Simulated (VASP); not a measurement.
GaAs: single point with PBE

GaAs:

```
Ga As
1.0
     0.00000    2.75801    2.75801
     2.75801    0.00000    2.75801
     2.75801    2.75801    0.00000
Ga As
1 1
Direct
  0.00000 0.00000 0.00000
  0.25000 0.25000 0.25000
```

This cell differs from its parent crystal: strain -2.6%.

```yaml
Program: VASP 6.6.1
Task: single point
Functional: PBE
Potentials_or_basis: VASP PAW PBE potentials, release 64 (Ga_d, As)
Cutoff: 520 eV
k_mesh: 8 × 8 × 8
Occupations: fermi-dirac, width 0.02 eV
Spin: no spin polarisation
Dipole_correction: no
Further_INCAR_settings: ALGO = Normal; EDIFF = 1e-06; NBANDS = 16
```

* Pressure: 10.1 GPa
* Band gap on the k mesh: 1.09 eV, direct

Levels at points of the mesh, in eV from the valence-band top:
```csv
k point,band 6,band 7,band 8,band 9,band 10,band 11,band 12,band 13
"(0.00, 0.00, 0.00)",-13.29,0.00,0.00,0.00,1.09,3.74,3.74,3.74
"(0.50, 0.00, 0.00)",-11.28,-7.07,-1.26,-1.26,1.21,4.65,4.65,7.80
"(0.50, 0.50, 0.00)",-10.44,-7.18,-2.95,-2.95,1.31,1.60,10.77,10.77
```

It took 12 s on 1 thread of Intel(R) Xeon(R) 6975P-C (Granite Rapids), with other jobs on the host, peak memory 0.17 GiB.

Caveat: the cell differs from its parent crystal (strain -2.6%). A k mesh can miss the band edges.
